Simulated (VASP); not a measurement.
**MgO: single point with LDA**

Crystal: MgO.

```xyz
2
Lattice="2.0878 2.0878 0.0000 -2.0878 2.0878 0.0000 0.0000 2.0878 2.0878" Properties=species:S:1:pos:R:3 pbc="T T T"
Mg    0.0000    0.0000    0.0000
O     0.0000    2.0878    0.0000
```

```yaml
Program: VASP 6.6.1
Task: single point
Functional: LDA
Potentials_or_basis: VASP PAW LDA potentials, release 64 (Mg, O)
Cutoff: 520 eV
k_mesh: 10 × 10 × 10
Occupations: gaussian, width 0.01 eV
Spin: no spin polarisation
```

```json
{
  "Pressure": "-3.7 GPa",
  "Band gap on the k mesh": "4.92 eV, direct"
}
```

Levels at points of the mesh, in eV from the valence-band top:
```csv
k point,band 1,band 2,band 3,band 4,band 5,band 6,band 7,band 8
"(0.00, 0.00, 0.00)",-17.14,0.00,0.00,0.00,4.92,15.67,15.67,15.67
"(0.50, 0.00, 0.00)",-15.72,-4.82,-0.70,-0.70,7.90,12.70,16.27,16.27
"(0.50, 0.50, 0.00)",-15.44,-4.26,-1.41,-1.41,8.91,9.99,13.17,19.03
```

Run time: 3.5 s on 1 thread of Intel Xeon 6975P-C, with other jobs on the host, peak memory 0.13 GiB.

As with any semilocal functional, this LDA gap is likely too small.
